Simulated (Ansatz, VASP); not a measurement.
# Si3C in VASP and in Ansatz

INCAR

```
SYSTEM = Si3C
PREC = Accurate
ENCUT = 520
EDIFF = 1E-6
ISMEAR = 0
SIGMA = 0.1
LREAL = .False.
LASPH = .True.
NELM = 80
ALGO = Normal
ISIF = 2
LWAVE = .False.
LCHARG = .False.
GGA = PE
NBANDS = 16
```

KPOINTS

```
regular mesh
0
Gamma
  6 4 4
  0 0 0
```

POSCAR

```
Si3C
1.0
    2.7434356100      0.0000000000      0.0000000000
    0.0000000000      3.8798038500      0.0000000000
    0.0000000000      0.0000000000      5.4868712200
Si C
3 1
Direct
    0.0000000000      0.0000000000      0.7500000000
    0.5000000000      0.5000000000      0.0000000000
    0.0000000000      0.0000000000      0.2500000000
    0.5000000000      0.5000000000      0.5000000000
```

Input for Ansatz:

```yaml
crystal:
  lattice:
    - [2.74343561, 0.0, 0.0]
    - [0.0, 3.87980385, 0.0]
    - [0.0, 0.0, 5.48687122]
  atoms:
    - { symbol: Si, position: [0.0, 0.0, 0.75] }
    - { symbol: Si, position: [0.5, 0.5, 0.0] }
    - { symbol: Si, position: [0.0, 0.0, 0.25] }
    - { symbol: C, position: [0.5, 0.5, 0.5] }
basis:
  ecutwfc: 420
kpoints:
  mp_grid: { grid: [6, 4, 4] }
hamiltonian:
  xc: pbe
scf:
  occupations: { method: gaussian, width: 0.1 }
  lower_state_search: "off"
output:
  forces: true
  stress: true
  eigenvalues: true
```

Alike in both runs: task single point; functional PBE; k mesh 6 × 4 × 4; occupations gaussian, width 0.1 eV; no spin polarisation.

|  | VASP | Ansatz |
| --- | --- | --- |
| version | VASP 6.6.1 | Ansatz 0.2.0 |
| potentials or method | VASP PAW PBE potentials, release 64 (Si, C), cutoff 520 eV | scalar-relativistic, plane waves, PAW |
| valence electrons in the cell | 16 | 16 |

Ansatz gave:

```
gap on the k mesh at the Fermi level (eV)                     : none
pressure (GPa)                                                : -11.6
traceless stress, the component that is largest in VASP (GPa) : 3.65
rms of the force components (eV/Å)                            : 0.485
```

Q: Estimate VASP's values.

A: gap on the k mesh at the Fermi level (eV): none; pressure (GPa): -11.7; traceless stress, the component that is largest in VASP (GPa): 3.65; rms of the force components (eV/Å): 0.484.

Atom by atom the forces differ by 0.001 eV/Å (rms over components). A gap of «none» marks a metal or a gap that the smearing closes.

The k mesh is coarse, so the values compare programs but aren't converged.
